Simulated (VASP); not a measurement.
# ZnCd3Se3S: relaxation of cell and atoms with PBE

The system is ZnCd3Se3S.

```
Zn Cd Se S
1.0
     4.25565    2.45700    3.45863
    -4.25565    2.45700    3.45863
     0.00000   -4.91400    3.45863
Zn Cd Se S
1 3 3 1
Direct
  0.99192 0.99192 0.99192
  0.50646 0.99604 0.50646
  0.99604 0.50646 0.50646
  0.50646 0.50646 0.99604
  0.23749 0.76242 0.23749
  0.76242 0.23749 0.23749
  0.23749 0.23749 0.76242
  0.76173 0.76173 0.76173
```

- Program: VASP 6.6.1
- Task: relaxation of cell and atoms
- Functional: PBE
- Potentials or basis: VASP PAW PBE potentials, release 64 (Zn, Cd, Se, S)
- Cutoff: 600 eV
- k mesh: 6 × 6 × 6
- Occupations: gaussian, width 0.01 eV
- Spin: no spin polarisation
- Dipole correction: no
- Further INCAR settings: ALGO = Normal; EDIFF = 1e-06; IBRION = 2; EDIFFG = -0.001; NSW = 80; ISIF = 3

```yaml
Relaxed_volume: 27.24 Å³/atom
Relaxed_cell: a = 6.018 Å, b = 6.018 Å, c = 6.018 Å, α = 90.17°, β = 90.17°, γ = 90.17°
Space_group_after_relaxing_to_0.1_Å: R3m (No. 160)
Energy_gained_by_relaxing: 0.1 meV/atom
Ionic_steps: 22
Pressure_after_relaxing: 0.0 GPa
Band_gap_on_the_k_mesh: 0.69 eV
```

The path:
| step | energy change (eV) | largest force (eV/Å) | pressure (GPa) | volume (Å³) |
| --- | --- | --- | --- | --- |
| 1 | 0.0000 | 0.0153 | 0.22 | 216.98 |
| 2 | -0.0006 | 0.0075 | -0.05 | 218.13 |
| 3 | -0.0006 | 0.0089 | 0.00 | 217.91 |
| 4 | -0.0006 | 0.0085 | -0.01 | 217.93 |
| 5 | -0.0006 | 0.0049 | -0.01 | 217.92 |
| 6 | -0.0006 | 0.0023 | -0.01 | 217.91 |
| 7 | -0.0006 | 0.0023 | 0.00 | 217.91 |
| 8 | -0.0006 | 0.0019 | 0.00 | 217.91 |
| 9 | -0.0006 | 0.0013 | 0.00 | 217.89 |
| 10 | -0.0006 | 0.0013 | 0.00 | 217.88 |
| 11 | -0.0006 | 0.0011 | 0.01 | 217.89 |
| 12 | -0.0006 | 0.0010 | 0.00 | 217.90 |
| 13 | -0.0006 | 0.0011 | 0.00 | 217.91 |
| 14 | -0.0006 | 0.0005 | 0.00 | 217.92 |
| 15 | -0.0006 | 0.0021 | -0.02 | 217.95 |
| 16 | -0.0006 | 0.0015 | 0.00 | 217.93 |
| 17 | -0.0006 | 0.0011 | -0.01 | 217.92 |
| 18 | -0.0006 | 0.0011 | -0.01 | 217.92 |
| 19 | -0.0006 | 0.0010 | -0.01 | 217.92 |
| 20 | -0.0006 | 0.0004 | -0.01 | 217.92 |
| 21 | -0.0006 | 0.0011 | -0.01 | 217.92 |
| 22 | -0.0006 | 0.0005 | 0.00 | 217.90 |

Final structure:
```
CELL_PARAMETERS angstrom
4.26151 2.46038 3.46362
-4.26151 2.46038 3.46362
0.00000 -4.92077 3.46362
ATOMIC_POSITIONS crystal
Zn 0.99181 0.99181 0.99181
Cd 0.50643 0.99620 0.50643
Cd 0.99620 0.50643 0.50643
Cd 0.50643 0.50643 0.99620
Se 0.23735 0.76263 0.23735
Se 0.76263 0.23735 0.23735
Se 0.23735 0.23735 0.76263
S 0.76182 0.76182 0.76182
```

Levels at points of the mesh, in eV from the valence-band top:
```csv
k point,band 33,band 34,band 35,band 36,band 37,band 38,band 39,band 40
"(0.00, 0.00, 0.00)",-1.65,-0.04,-0.04,0.00,0.69,3.18,3.18,3.49
"(0.50, 0.00, 0.00)",-1.20,-1.07,-0.90,-0.74,3.20,3.37,4.27,4.35
"(0.50, 0.50, 0.00)",-0.98,-0.88,-0.71,-0.44,3.44,3.82,3.92,3.92
"(0.50, 0.50, 0.50)",-0.73,-0.61,-0.45,-0.45,2.28,2.43,2.53,2.53
```

It took 50 min on 1 thread of AMD EPYC 9755 128-Core Processor, on a shared host, peak memory 0.55 GiB.

Caveat: semilocal functionals underestimate gaps, and a narrow one can read as zero.
